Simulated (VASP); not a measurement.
Crystal: CaO.

```
Ca O
1.0
     0.00000    2.46840    2.46840
     2.46840    0.00000    2.46840
     2.46840    2.46840    0.00000
Ca O
1 1
Direct
  0.00000 0.00000 0.00000
  0.50620 0.50620 0.50620
```

- Program: VASP 6.6.1
- Task: relaxation of cell and atoms
- Functional: PBE
- Potentials or basis: VASP PAW PBE potentials, release 64 (Ca_sv, O)
- Cutoff: 600 eV
- k mesh: 4 × 4 × 4
- Occupations: gaussian, width 0.01 eV
- Spin: no spin polarisation

At the start: pressure -5.5 GPa; volume 15.04 Å³/atom.

Task: Where does the relaxation end?

Result: Over 7 steps the energy falls by 17.7 meV/atom and the volume is 14.15 Å³/atom (-5.9 %); space group Fm-3m (No. 225, to 0.05 Å).

The path:
```csv
step,energy change (eV),largest force (eV/Å),pressure (GPa),volume (Å³)
1,0.0000,0.0986,-5.51,30.08
2,-0.0306,0.1254,1.72,27.88
3,-0.0327,0.1212,0.09,28.30
4,-0.0339,0.0902,0.08,28.29
5,-0.0354,0.0000,0.12,28.27
6,-0.0354,0.0004,-0.12,28.34
7,-0.0354,0.0002,-0.01,28.31
```

Final structure:
```
Ca O
1.0
    -0.00041    2.41870    2.41870
     2.41870   -0.00041    2.41870
     2.41870    2.41870   -0.00041
Ca O
1 1
Cartesian
  0.0150 0.0150 0.0150
  2.4335 2.4335 2.4335
```

Caveat: the k points lie up to 0.56 Å⁻¹ apart in the final cell.
